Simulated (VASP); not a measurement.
Wanted: the native input for a VASP 6.6.1 run.

* Task: relaxation of cell and atoms
* Functional: PBE
* Potentials or basis: VASP PAW PBE potentials, release 64 (Cd, Te)
* Cutoff: 500 eV
* k mesh: 8 × 8 × 8
* Occupations: gaussian, width 0.02 eV
* Spin: no spin polarisation
* Dipole correction: no
* Further INCAR settings: ALGO = Normal; EDIFF = 1e-07; IBRION = 2; EDIFFG = -0.002; NSW = 100; ISIF = 3

The structure of CdTe lies in POSCAR:

```
CdTe
1.0
    0.0000000000      3.2821135600      3.2821135600
    3.2821135600      0.0000000000      3.2821135600
    3.2821135600      3.2821135600      0.0000000000
Cd Te
1 1
Direct
    0.0000000000      0.0000000000      0.0000000000
    0.2500000000      0.2500000000      0.2500000000
```

These files were run (other wordings do the same):

INCAR

```
PREC = Accurate
ENCUT = 500
EDIFF = 1E-7
ISMEAR = 0
SIGMA = 0.02
LREAL = False
LASPH = True
NELM = 120
ALGO = Normal
ISIF = 3
LWAVE = False
LCHARG = False
GGA = PE
IBRION = 2
NSW = 100
EDIFFG = -0.002
GGA_COMPAT = False
NELMIN = 4
```

KPOINTS

```
regular mesh
0
Gamma
  8 8 8
```

Potentials or basis: VASP PAW PBE potentials, release 64 (Cd, Te).

Launch:

```bash
$ cat potpaw_PBE.64/Cd/POTCAR potpaw_PBE.64/Te/POTCAR > POTCAR
$ mpirun -np 1 vasp_std > vasp.out
```

Results of the run:

```yaml
Relaxed_volume: 36.34 Å³/atom
Relaxed_cell: a = 4.684 Å, b = 4.684 Å, c = 4.684 Å, α = 60.00°, β = 60.00°, γ = 60.00°
Space_group_after_relaxing_to_0.1_Å: F-43m (No. 216)
Energy_gained_by_relaxing: 3.1 meV/atom
Ionic_steps: 3
Pressure_after_relaxing: 0.0 GPa
Band_gap_on_the_k_mesh: 0.57 eV
```

Caveat: spin-orbit coupling is left out, which moves the levels of the heavy elements.

Run time: 26 s on 1 thread of Intel(R) Xeon(R) 6975P-C (Granite Rapids), with other jobs on the host, peak memory 0.23 GiB.
